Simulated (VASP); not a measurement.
Write the native input for VASP 6.6.1 that does the following.

* Task: density of states
* Functional: PBE
* Potentials or basis: VASP PAW PBE potentials, release 64 (W_sv)
* Cutoff: 520 eV
* k mesh: 15 × 15 × 15
* Occupations: fermi-dirac, width 0.1 eV
* Spin: no spin polarisation
* Dipole correction: no
* k mesh for the DOS: 23 × 23 × 23
* Occupations for the DOS: tetrahedron
* Further INCAR settings: ALGO = Normal; EDIFF = 1e-06; NBANDS = 13

Crystal: W.

```
CELL_PARAMETERS angstrom
-1.60923 1.60923 1.60923
1.60923 -1.60923 1.60923
1.60923 1.60923 -1.60923
ATOMIC_POSITIONS crystal
W 0.00000 0.00000 0.00000
```

The input as run:

POSCAR

```
W
1.0
   -1.6092320000      1.6092320000      1.6092320000
    1.6092320000     -1.6092320000      1.6092320000
    1.6092320000      1.6092320000     -1.6092320000
W
1
Direct
    0.0000000000      0.0000000000      0.0000000000
```

INCAR.step1

```
SYSTEM = W
  PREC = Accurate
  ENCUT = 520
  EDIFF = 1E-6
  ISMEAR = -1
  SIGMA = 0.1
  LREAL = .FALSE.
  LASPH = .TRUE.
  NELM = 80
  ALGO = Normal
  ISIF = 2
  LWAVE = .FALSE.
  LCHARG = .TRUE.
  LMAXMIX = 4
  GGA = PE
  NBANDS = 13
```

KPOINTS.step1

```
regular mesh
0
G
  15 15 15
  0 0 0
```

INCAR.step2

```
SYSTEM = W
  PREC = Accurate
  ENCUT = 520
  EDIFF = 1E-6
  ISMEAR = -5
  SIGMA = 0.1
  LREAL = .FALSE.
  LASPH = .TRUE.
  NELM = 80
  ALGO = Normal
  ISIF = 2
  LWAVE = .FALSE.
  LCHARG = .FALSE.
  LMAXMIX = 4
  GGA = PE
  LORBIT = 10
  NBANDS = 13
  NEDOS = 1001
  ICHARG = 11
```

KPOINTS.step2

```
regular mesh
0
G
  23 23 23
  0 0 0
```

Potentials or basis: VASP PAW PBE potentials, release 64 (W_sv).

Launch:

```sh
$ cat potpaw_PBE.64/W_sv/POTCAR > POTCAR
$ cp INCAR.step1 INCAR
$ cp KPOINTS.step1 KPOINTS
$ mpirun -np 1 vasp_std > vasp.out
$ cp INCAR.step2 INCAR
$ cp KPOINTS.step2 KPOINTS
$ mpirun -np 1 vasp_std > vasp.out
```

It gave:

```yaml
Valence_electrons_inside_the_program's_atomic_spheres: W 11.98
```

Caveat: spin-orbit coupling is left out, which moves the levels of the heavy elements.

Run time: 45 s on 1 thread of AMD EPYC 9R45 96-Core Processor (Zen 5) (shared host), peak memory 0.19 GiB.
